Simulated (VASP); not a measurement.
The system is Zn2AsP3.

```
CELL_PARAMETERS angstrom
5.43716 -2.29768 0.00000
5.43716 2.29768 0.00000
-5.20274 0.00000 5.46305
ATOMIC_POSITIONS crystal
Zn 0.54192 0.54192 0.79209
Zn 0.45683 0.45683 0.20800
As 0.16689 0.16689 0.60598
P 0.83998 0.83998 0.39711
P 0.83476 0.83476 0.77885
P 0.15963 0.15963 0.21798
```

```yaml
Program: VASP 6.6.1
Task: relaxation of cell and atoms
Functional: PBEsol
Potentials_or_basis: VASP PAW PBE potentials, release 64 (Zn, As, P)
Cutoff: 600 eV
k_mesh: 6 × 6 × 4
Occupations: fermi-dirac, width 0.03 eV
Spin: no spin polarisation
```

At the start: pressure -11.4 GPa; volume 22.75 Å³/atom.

**Question.** Where does the relaxation end?

**Answer.** Over 52 steps the energy falls by 634.2 meV/atom and the volume is 16.45 Å³/atom (-27.7 %); space group Cm (No. 8, to 0.1 Å) before and after.

The path:
```
step  energy change (eV)  largest force (eV/Å)  pressure (GPa)  volume (Å³)
   1              0.0000                0.5189          -11.44       136.50
   3             -1.6383                0.9612           -0.06       102.27
   5             -1.9735                1.1417            2.53        97.35
   7             -2.3159                1.3159           -1.24       100.86
   9             -2.4172                0.5877           -1.19       100.19
  11             -2.5345                0.5453           -0.24        98.03
  13             -2.6392                0.4919            1.79        94.89
  15             -2.7321                0.6075           -2.97       100.47
  17             -2.8552                0.6643           -2.47       100.50
  19             -2.9002                0.9104           -1.44       100.48
  21             -3.1144                1.0037            1.71        97.22
  23             -3.3528                0.6901           -1.52       101.05
  25             -3.5349                0.5785            1.78        97.86
  27             -3.5882                0.3420           -1.03       100.29
  29             -3.6459                0.4230           -0.27        99.13
  31             -3.6985                0.5811            1.58        97.10
  33             -3.7505                0.6072           -0.48        99.45
  35             -3.7751                0.1732            0.15        99.27
  37             -3.7884                0.2079           -0.08        99.54
  39             -3.7998                0.1146           -0.10        99.40
  41             -3.8018                0.1050            0.02        99.18
  43             -3.8036                0.0564           -0.10        99.10
  45             -3.8044                0.0345            0.05        98.85
  47             -3.8047                0.0235           -0.11        98.90
  49             -3.8049                0.0163            0.04        98.70
  51             -3.8050                0.0122           -0.02        98.75
  52             -3.8050                0.0076            0.04        98.72
```

Final structure:
```
CELL_PARAMETERS angstrom
4.75513 -2.31673 0.82854
4.75513 2.31673 0.82854
-3.84265 0.00000 3.81111
ATOMIC_POSITIONS crystal
Zn 0.60504 0.60504 0.78209
Zn 0.38748 0.38748 0.99899
As 0.03991 0.03991 0.54895
P 0.74857 0.74857 0.35356
P 0.96815 0.96815 0.04609
P 0.25085 0.25085 0.27032
```

Caveat: the volume moved by over 15 % at a fixed basis, so the end points are rough; the PAW data sets were made with another functional, which shifts forces and pressure a little.
